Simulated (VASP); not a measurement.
# GaN: single point with PBE

The system is GaN.

```
Ga N
1.0
     2.91979    0.00000    0.00000
    -1.45990    2.52862    0.00000
     0.00000    0.00000    2.62859
Ga N
1 1
Direct
  0.66667 0.33333 0.50000
  0.00000 0.00000 0.00000
```

```json
{
  "Program": "VASP 6.6.1",
  "Task": "single point",
  "Functional": "PBE",
  "Potentials or basis": "VASP PAW PBE potentials, release 64 (Ga_d, N)",
  "Cutoff": "520 eV",
  "k mesh": "10 × 10 × 10",
  "Occupations": "fermi-dirac, width 0.05 eV",
  "Spin": "no spin polarisation",
  "Dipole correction": "no",
  "Further INCAR settings": "ALGO = Normal; EDIFF = 1e-06; NBANDS = 16"
}
```

```
Pressure               : 13.1 GPa
Band gap on the k mesh : zero (band 9 reaches 8.59 eV, above the bottom of band 10 at 7.58 eV)
```

Stress tensor (GPa, compression positive):
```
11.74  0.00  0.00
 0.00 11.74  0.00
 0.00  0.00 15.80
```

Levels at points of the mesh, in eV from the Fermi level:
| k point | band 7 | band 8 | band 9 | band 10 | band 11 | band 12 |
| --- | --- | --- | --- | --- | --- | --- |
| (0.00, 0.00, 0.00) | -1.40 | -1.09 | -1.09 | 0.18 | 9.89 | 9.89 |
| (0.50, 0.00, 0.00) | -9.08 | -3.08 | 0.07 | 2.67 | 7.58 | 11.66 |
| (0.50, 0.50, 0.00) | -9.08 | -3.08 | 0.07 | 2.67 | 7.58 | 11.66 |
| (0.00, 0.00, 0.50) | -9.74 | -0.13 | -0.13 | 5.73 | 6.19 | 13.07 |
| (0.50, 0.00, 0.50) | -6.50 | -5.77 | -1.19 | -0.77 | 7.44 | 8.20 |
| (0.50, 0.50, 0.50) | -6.50 | -5.77 | -1.19 | -0.77 | 7.44 | 8.20 |

Run time: 25 s on 1 thread of Intel(R) Xeon(R) Platinum 8488C (Sapphire Rapids), with other jobs on the host, peak memory 0.17 GiB.
